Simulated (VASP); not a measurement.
# Mn (Fd-3m) in VASP: notebook

Runs on Mn. Level: PBE. Tasks: single point.

Program: VASP 6.6.1. These are calculated values, not measurements. Logs are shortened: lines on timing, memory, paths and dates and some standing lists are left out, and cuts for length are marked.

### 1 The cell of the first run

Symmetry: Fd-3m, No. 227, cubic system. Conventional cell: a = 4.155 Å, b = 4.155 Å, c = 4.155 Å, α = 90.00°, β = 90.00°, γ = 90.00°. Mn (site symmetry -43m) has 4 Mn at 1.80 Å within 2.4 Å.

This isn't the form of Mn at room conditions, which is a 58-atom cubic cell.

### 2 Single point, PBE, collinear spin, ferromagnetic start

The input, INCAR:

```
SYSTEM = Mn
  PREC = Accurate
  ENCUT = 520
  EDIFF = 1E-7
  ISMEAR = -1
  SIGMA = 0.08
  LREAL = .False.
  LASPH = .True.
  NELM = 150
  ALGO = Normal
  ISIF = 2
  LWAVE = .False.
  LCHARG = .False.
  ISPIN = 2
  MAGMOM = 3 3
  LORBIT = 11
  LMAXMIX = 4
  GGA = PE
  NBANDS = 24
```

The input, KPOINTS:

```
Automatic mesh
0
Gamma
  16 16 16
  0 0 0
```

The input, POSCAR:

```
Mn
1.0
    0.0000000000      2.0772807655      2.0772807655
    2.0772807655      0.0000000000      2.0772807655
    2.0772807655      2.0772807655      0.0000000000
Mn
2
Direct
   -0.1250000000     -0.1250000000     -0.1250000000
    0.1250000000      0.1250000000      0.1250000000
```

Potentials or basis: VASP PAW PBE potentials, release 64 (Mn_pv).

The run is started by

```bash
$ cat potpaw_PBE.64/Mn_pv/POTCAR > POTCAR
$ mpirun -np 1 vasp_std > vasp.out
```

OUTCAR:

```text
SYSTEM = Mn
   PREC = Accurate
   ENCUT = 520
   EDIFF = 1E-7
   ISMEAR = -1
   LREAL = .False.
   LASPH = .True.
   NELM = 150
   ISIF = 2
   ISPIN = 2
   LORBIT = 11
   GGA = PE

 ion  position               nearest neighbor table
   1  0.875  0.875  0.875-   2 1.80   2 1.80   2 1.80   2 1.80
   2  0.125  0.125  0.125-   1 1.80   1 1.80   1 1.80   1 1.80

  LATTYP: Found a face centered cubic cell.
 ALAT       =     4.1545615310

  Lattice vectors:

 A1 = (   0.0000000000,   2.0772807655,   2.0772807655)
 A2 = (   2.0772807655,   0.0000000000,   2.0772807655)
 A3 = (   2.0772807655,   2.0772807655,   0.0000000000)

Analysis of symmetry for initial positions (statically):
=====================================================================
 Subroutine PRICEL returns:
 Original cell was already a primitive cell.

 Routine SETGRP: Setting up the symmetry group for a
 face centered cubic supercell.

 Subroutine GETGRP returns: Found 48 space group operations
 (whereof 12 operations were pure point group operations)
 out of a pool of 48 trial point group operations.

The static configuration has the point symmetry D_3d.
 The point group associated with its full space group is O_h .

Analysis of symmetry for dynamics (positions and initial velocities):
=====================================================================
 Subroutine PRICEL returns:
 Original cell was already a primitive cell.

 Routine SETGRP: Setting up the symmetry group for a
 face centered cubic supercell.

 Subroutine GETGRP returns: Found 48 space group operations
 (whereof 12 operations were pure point group operations)
 out of a pool of 48 trial point group operations.

The dynamic configuration has the point symmetry D_3d.
 The point group associated with its full space group is O_h .

Analysis of structural, dynamic, and magnetic symmetry:
=====================================================================
 Subroutine PRICEL returns:
 Original cell was already a primitive cell.

 Routine SETGRP: Setting up the symmetry group for a
 face centered cubic supercell.

 Subroutine GETGRP returns: Found 48 space group operations
 (whereof 12 operations were pure point group operations)
 out of a pool of 48 trial point group operations.

The overall configuration has the point symmetry D_3d.
 The point group associated with its full space group is O_h .

 Subroutine INISYM returns: Found 48 space group operations
 (whereof 12 operations are pure point group operations),
 and found     1 'primitive' translations

----------------------------------------------------------------------------------------

                                     Primitive cell

  volume of cell :      17.9273

  direct lattice vectors                    reciprocal lattice vectors
     0.000000000  2.077280765  2.077280765    -0.240699287  0.240699287  0.240699287
     2.077280765  0.000000000  2.077280765     0.240699287 -0.240699287  0.240699287
     2.077280765  2.077280765  0.000000000     0.240699287  0.240699287 -0.240699287

  length of vectors
     2.937718631  2.937718631  2.937718631     0.416903395  0.416903395  0.416903395

  position of ions in fractional coordinates (direct lattice)
     0.875000000  0.875000000  0.875000000
     0.125000000  0.125000000  0.125000000

  ion indices of the primitive-cell ions
   primitive index   ion index
                 1           1
                 2           2

----------------------------------------------------------------------------------------

 KPOINTS: Automatic mesh

Automatic generation of k-mesh.
 Grid dimensions read from file:
 generate k-points for:   16   16   16

 Generating k-lattice:

  Cartesian coordinates                     Fractional coordinates (reciprocal lattice)
    -0.015043705  0.015043705  0.015043705     0.062500000  0.000000000  0.000000000
     0.015043705 -0.015043705  0.015043705     0.000000000  0.062500000  0.000000000
     0.015043705  0.015043705 -0.015043705     0.000000000  0.000000000  0.062500000

  Length of vectors
     0.026056462  0.026056462  0.026056462

  Shift w.r.t. Gamma in fractional coordinates (k-lattice)
     0.000000000  0.000000000  0.000000000

 Subroutine IBZKPT returns following result:
 ===========================================

 Found    145 irreducible k-points:

 Following reciprocal coordinates:
            Coordinates               Weight
  0.000000  0.000000  0.000000      1.000000
  0.062500  0.000000  0.000000      8.000000
  0.125000  0.000000  0.000000      8.000000
  0.187500  0.000000  0.000000      8.000000
  0.250000  0.000000  0.000000      8.000000
  0.312500  0.000000  0.000000      8.000000
[... 16 lines left out ...]
 -0.125000  0.062500  0.000000     24.000000
 -0.062500  0.062500  0.000000     12.000000
 [... further k-points ...]
   k-points           NKPTS =    145   k-points in BZ     NKDIM =    145   number of bands    NBANDS=     24
   number of dos      NEDOS =    301   number of ions     NIONS =      2
   total plane-waves  NPLWV =  13824
   dimension x,y,z NGX =    24 NGY =   24 NGZ =   24
   dimension x,y,z NGXF=    48 NGYF=   48 NGZF=   48
   ions per type =               2
   NGX,Y,Z   is equivalent  to a cutoff of  13.58, 13.58, 13.58 a.u.
   NGXF,Y,Z  is equivalent  to a cutoff of  27.16, 27.16, 27.16 a.u.
 SYSTEM =  Mn
   PREC   = accura    normal or accurate (medium, high low for compatibility)
   ISTART =      0    job   : 0-new  1-cont  2-samecut
   ICHARG =      2    charge: 1-file 2-atom 10-const
   ISPIN  =      2    spin polarized calculation?
   LNONCOLLINEAR =      F non collinear calculations
   LSORBIT =      F    spin-orbit coupling
   LASPH  =      T    aspherical Exc in radial PAW
   ENCUT  =  520.0 eV  38.22 Ry    6.18 a.u.   5.46  5.46  5.46*2*pi/ulx,y,z
   NELM   =    150;   NELMIN=  2; NELMDL= -5     # of ELM steps
   EDIFF  = 0.1E-06   stopping-criterion for ELM
   LREAL  =      F    real-space projection
   EDIFFG = 0.1E-05   stopping-criterion for IOM
   NSW    =      0    number of steps for IOM
   IBRION =     -1    ionic relax: 0-MD 1-quasi-New 2-CG
   NFREE  =      0    steps in history (QN), initial steepest desc. (CG)
   ISIF   =      2    stress and relaxation
   ISYM   =      2    0-nonsym 1-usesym 2-fastsym
   POTIM  = 0.5000    time-step for ionic-motion
   TEBEG  =    0.0;   TEEND  =   0.0 temperature during run
   PSTRESS=    0.0 pullay stress
   NELECT =      26.0000    total number of electrons
   NUPDOWN=      -1.0000    fix difference up-down
   EMIN   =  10.00;   EMAX   =-10.00  energy-range for DOS
   EFERMI =   0.00;   METHOD = LEGACY
   ISMEAR =    -1;   SIGMA  =   0.08  broadening in eV -4-tet -1-fermi 0-gaus
   EFERMI_NEDOS =   21; number of points for ismear=-14 and -15
   IALGO  =     38    algorithm
   IMIX   =      4    mixing-type and parameters
     AMIX     =   0.40;   BMIX     =  1.00
     AMIX_MAG =   1.60;   BMIX_MAG =  1.00
  volume/ion in A,a.u.               =       8.96        60.49
  Fermi-wavevector in a.u.,A,eV,Ry     =   1.853080  3.501813 46.721102  3.433904
  Thomas-Fermi vector in A             =   2.902692
   LORBIT       =     11    0 simple, 1 ext, 2 COOP (PROOUT), +10 PAW based schemes
   GGA     = PE    functional components
   LHFCALC =     F    Hartree Fock is set to
   AEXX    =    0.0000 exact exchange contribution
   IVDW    =     0    specifies the selected vdW correction
   LEPSILON=     F    determine dielectric tensor
   LRPA    =     F    only Hartree local field effects (RPA)
 spin polarized calculation
  energy-cutoff  :      520.00
  volume of cell :       17.93
 maximum number of plane-waves:       531
 NGX is ok and might be reduce to    24
   NGX = 11   NGY = 11   NGZ = 11

 number of electron      26.0000024 magnetization      -0.0000334

 number of electron      26.0000024 magnetization       0.0000188

 Free energy of the ion-electron system (eV)
  ---------------------------------------------------
  ext. energy  EPLUGINS =         0.00000000
  ---------------------------------------------------
  free energy    TOTEN  =        -9.04547256 eV

  energy without entropy =       -8.99820466  energy(sigma->0) =       -9.02183861

 E-fermi :  13.6171     XC(G=0): -14.7194

 val. band max:       13.6166328013   @ k =  -0.3750   0.4375   0.1250
 cond. band min:      13.6243425900   @ k =  -0.3125   0.3750   0.1875
 fundamental gap:      0.0077097886
 Fermi energy:        13.6170608201

 spin component 1

 k-point     1 :       0.0000    0.0000    0.0000
  band No.  band energies     occupation
      1     -35.9164      1.00000
      2     -35.9164      1.00000
      3     -35.9164      1.00000
      4     -33.3829      1.00000
      5     -33.3829      1.00000
      6     -33.3829      1.00000
[... 16 lines left out ...]
     23      35.7726      0.00000
     24      35.7726      0.00000
[... 598 lines left out ...]
      2     -35.9435      1.00000
      3     -35.9107      1.00000
      4     -33.3914      1.00000
      5     -33.3525      1.00000
      6     -33.3071      1.00000
[... 16 lines left out ...]
     23      36.0254      0.00000
     24      36.4023      0.00000

 [... further k-points ...]

 spin component 2

 k-point     1 :       0.0000    0.0000    0.0000
  band No.  band energies     occupation
      1     -35.9164      1.00000
      2     -35.9164      1.00000
      3     -35.9164      1.00000
      4     -33.3829      1.00000
      5     -33.3829      1.00000
      6     -33.3829      1.00000
[... 16 lines left out ...]
     23      35.7726      0.00000
     24      35.7726      0.00000
[... 598 lines left out ...]
      2     -35.9435      1.00000
      3     -35.9107      1.00000
      4     -33.3914      1.00000
      5     -33.3525      1.00000
      6     -33.3071      1.00000
[... 16 lines left out ...]
     23      36.0254      0.00000
     24      36.4023      0.00000

 [... further k-points ...]

------------------------ aborting loop because EDIFF is reached ----------------------------------------

  FORCE on cell =-STRESS in cart. coord.  units (eV):
  Direction    XX          YY          ZZ          XY          YZ          ZX
  --------------------------------------------------------------------------------------
  -------------------------------------------------------------------------------------
  Total       28.7056693     28.7056693     28.7056693     -0.0000000      0.0000000     -0.0000000
  in kB     2565.4447378   2565.4447378   2565.4447378     -0.0000000      0.0000000     -0.0000000
  external PRESSURE =    2565.4447378 kB  Pullay stress =       0.0000000 kB

 VOLUME and BASIS-vectors are now :
 -----------------------------------------------------------------------------
  energy-cutoff  :      520.00
  volume of cell :       17.93
      direct lattice vectors                 reciprocal lattice vectors
     0.000000000  2.077280765  2.077280765    -0.240699287  0.240699287  0.240699287
     2.077280765  0.000000000  2.077280765     0.240699287 -0.240699287  0.240699287
     2.077280765  2.077280765  0.000000000     0.240699287  0.240699287 -0.240699287

 POSITION                                       TOTAL-FORCE (eV/Angst)
 -----------------------------------------------------------------------------------
      3.63524      3.63524      3.63524        -0.000000     -0.000000     -0.000000
      0.51932      0.51932      0.51932         0.000000      0.000000      0.000000
 -----------------------------------------------------------------------------------
    total drift:                                0.000000      0.000000      0.000000

  FREE ENERGIE OF THE ION-ELECTRON SYSTEM (eV)
  ---------------------------------------------------
  free  energy   TOTEN  =        -9.0454725599 eV

  energy  without entropy=       -8.9982046572  energy(sigma->0) =       -9.02183861

 total charge

# of ion       s       p       d       tot
------------------------------------------
    1        0.631   6.512   6.143  13.286
    2        0.631   6.512   6.143  13.286
--------------------------------------------------
tot          1.261  13.025  12.287  26.573

 magnetization (x)

# of ion       s       p       d       tot
------------------------------------------
    1        0.000   0.000   0.000   0.000
    2        0.000   0.000   0.000   0.000
--------------------------------------------------
tot          0.000   0.000   0.000   0.000
```

Run time: 42 s. Hardware: 1 thread of Intel Xeon 6975P-C (Granite Rapids), shared host; peak memory 0.21 GiB.

What came out:

```
Free energy            : -9.0455 eV
Pressure               : 256.5 GPa
Band gap on the k mesh : zero (filled and empty bands overlap)
Net moment             : 0.00 μB per cell
```

Caveat: atoms lie so close that the PAW spheres overlap strongly, which falsifies energies and pressures; the cell stands under pressure.

### 3 Single point, PBE, collinear spin, ferromagnetic start

Changes to INCAR since step 2:

```diff
@@ -3,3 +3,3 @@
   ENCUT = 520
-  EDIFF = 1E-7
+  EDIFF = 1E-6
   ISMEAR = -1
```

KPOINTS is that of step 2.

The input, POSCAR:

```
Mn
1.0
    0.0000000000      2.0784466129      2.0784466129
    2.0784466129      0.0000000000      2.0784466129
    2.0784466129      2.0784466129      0.0000000000
Mn
2
Direct
   -0.1250000000     -0.1250000000     -0.1250000000
    0.1250000000      0.1250000000      0.1250000000
```

Potentials or basis: VASP PAW PBE potentials, release 64 (Mn_pv).

The run is started by

```bash
$ cat potpaw_PBE.64/Mn_pv/POTCAR > POTCAR
$ mpirun -np 1 vasp_std > vasp.out
```

It took 39 s on 1 thread of Intel Xeon 6975P-C (Granite Rapids), shared host; peak memory 0.21 GiB.

The run converged. Its results:

- Free energy: -9.0937 eV
- Pressure: 254.8 GPa
- Band gap on the k mesh: zero (filled and empty bands overlap)
- Net moment: 0.00 μB per cell

Levels at points of the mesh, in eV from the Fermi level:
Spin up:
| k point | band 10 | band 11 | band 12 | band 13 | band 14 | band 15 | band 16 | band 17 |
| --- | --- | --- | --- | --- | --- | --- | --- | --- |
| (0.00, 0.00, 0.00) | -3.18 | -3.18 | -3.18 | 0.44 | 0.44 | 0.44 | 4.00 | 4.00 |
| (0.50, 0.00, 0.00) | -3.61 | -3.61 | -3.40 | -0.10 | 1.78 | 1.78 | 3.33 | 3.33 |
| (0.50, 0.50, 0.00) | -3.51 | -0.73 | -0.73 | 0.27 | 0.27 | 3.67 | 3.67 | 5.67 |
Spin down:
```tsv
k point	band 9	band 10	band 11	band 12	band 13	band 14	band 15	band 16	band 17	band 18
(0.00, 0.00, 0.00)	-4.93	-3.18	-3.18	-3.18	0.44	0.44	0.44	4.00	4.00	18.00
(0.50, 0.00, 0.00)	-4.68	-3.61	-3.61	-3.40	-0.10	1.78	1.78	3.33	3.33	6.06
(0.50, 0.50, 0.00)	-3.51	-3.51	-0.73	-0.73	0.27	0.27	3.67	3.67	5.67	5.67
```

Caveat: atoms lie so close that the PAW spheres overlap strongly, which falsifies energies and pressures; the cell stands under pressure.
